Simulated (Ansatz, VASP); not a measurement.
**One calculation of Ag2O, two programs**

INCAR

```
SYSTEM = Ag2O
PREC = Accurate
ENCUT = 600
EDIFF = 1E-7
ISMEAR = 0
SIGMA = 0.1
LREAL = .False.
LASPH = .True.
NELM = 120
ALGO = Normal
ISIF = 3
LWAVE = .False.
LCHARG = .False.
GGA = PS
IBRION = 2
NSW = 70
EDIFFG = -0.005
GGA_COMPAT = .False.
NELMIN = 4
```

The input KPOINTS:

```
regular mesh
0
Gamma
  8 8 8
  0 0 0
```

Contents of POSCAR:

```
Ag2O
1.0
    4.8119826548      0.0000000000      0.0000000000
    0.0000000000      4.8119826548      0.0000000000
    0.0000000000      0.0000000000      4.8119826548
Ag O
4 2
Direct
    0.2500000000      0.2500000000      0.2500000000
    0.2500000000      0.7500000000      0.7500000000
    0.7500000000      0.7500000000      0.2500000000
    0.7500000000      0.2500000000      0.7500000000
    0.0000000000      0.0000000000      0.0000000000
    0.5000000000      0.5000000000      0.5000000000
```

Input for Ansatz:

```yaml
crystal:
  lattice:
    - [4.8119826548, 0.0, 0.0]
    - [0.0, 4.8119826548, 0.0]
    - [0.0, 0.0, 4.8119826548]
  atoms:
    - { symbol: Ag, position: [0.25, 0.25, 0.25] }
    - { symbol: Ag, position: [0.25, 0.75, 0.75] }
    - { symbol: Ag, position: [0.75, 0.75, 0.25] }
    - { symbol: Ag, position: [0.75, 0.25, 0.75] }
    - { symbol: O, position: [0.0, 0.0, 0.0] }
    - { symbol: O, position: [0.5, 0.5, 0.5] }
basis:
  ecutwfc: 420
kpoints:
  mp_grid: { grid: [8, 8, 8] }
hamiltonian:
  xc: pbesol
scf:
  occupations: { method: gaussian, width: 0.1 }
output:
  forces: true
  stress: true
  eigenvalues: true
relax:
  adjacent_minimum: "off"
  f_tol: 0.005
  max_steps: 50
  cell: { stress_tol: 0.05 }
```

Alike in both runs: task relaxation of cell and atoms; functional PBEsol; k mesh 8 × 8 × 8; occupations gaussian, width 0.1 eV; no spin polarisation.

|  | VASP | Ansatz |
| --- | --- | --- |
| version | VASP 6.6.1 | Ansatz 0.2.0 |
| potentials or method | VASP PAW PBE potentials, release 64 (Ag, O), cutoff 600 eV | scalar-relativistic, plane waves, PAW |
| valence electrons in the cell | 56 | 88 |

VASP gave:

- relaxed volume (Å³/atom): 17.33
- relaxed cell length with the largest relative difference (Å): 4.702

Q: Estimate Ansatz's values.

A: Relaxed volume (Å³/atom): 17.38; relaxed cell length with the largest relative difference (Å): 4.706.

VASP's potentials were made for PBE, not for PBEsol. VASP's potentials hold 56 valence electrons a cell and Ansatz's 88, so a difference there can come from the potentials and not from the codes.
